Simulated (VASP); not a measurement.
Crystal: AgI.

```
CELL_PARAMETERS angstrom
0.00000 3.28857 3.28857
3.28857 0.00000 3.28857
3.28857 3.28857 0.00000
ATOMIC_POSITIONS crystal
Ag 0.00000 0.00000 0.00000
I 0.25000 0.25000 0.25000
```

Base run:

```yaml
Program: VASP 6.6.1
Functional: PBE-based global hybrid with 30 % exact exchange
Potentials_or_basis: VASP PAW PBE potentials, release 64 (Ag, I)
Cutoff: 400 eV
k_mesh: 4 × 4 × 4
Occupations: gaussian, width 0.01 eV
Spin: no spin polarisation
```

Its results: band gap on the k mesh 3.57 eV; pressure 0.2 GPa.

After a change of settings the same cell gave: band gap on the k mesh 1.79 eV; pressure 0.0 GPa. Which change was it?
A. functional from PBE-based global hybrid with 30 % exact exchange to HSE06; share of exact exchange from 0.3 to 0.25
B. functional from PBE-based global hybrid with 30 % exact exchange to PBE-based screened hybrid with 5 % exact exchange; share of exact exchange from 0.3 to 0.05
C. functional from PBE-based global hybrid with 30 % exact exchange to r2SCAN; cutoff from 400 eV to 550 eV
D. functional from PBE-based global hybrid with 30 % exact exchange to PBE-based screened hybrid with 40 % exact exchange; share of exact exchange from 0.3 to 0.4

C.

Caveats: the structure was generated, so it needn't be the stable form of AgI; the PAW data sets were made with another functional, which shifts forces and pressure a little; spin-orbit coupling is left out, which moves the levels of the heavy elements.
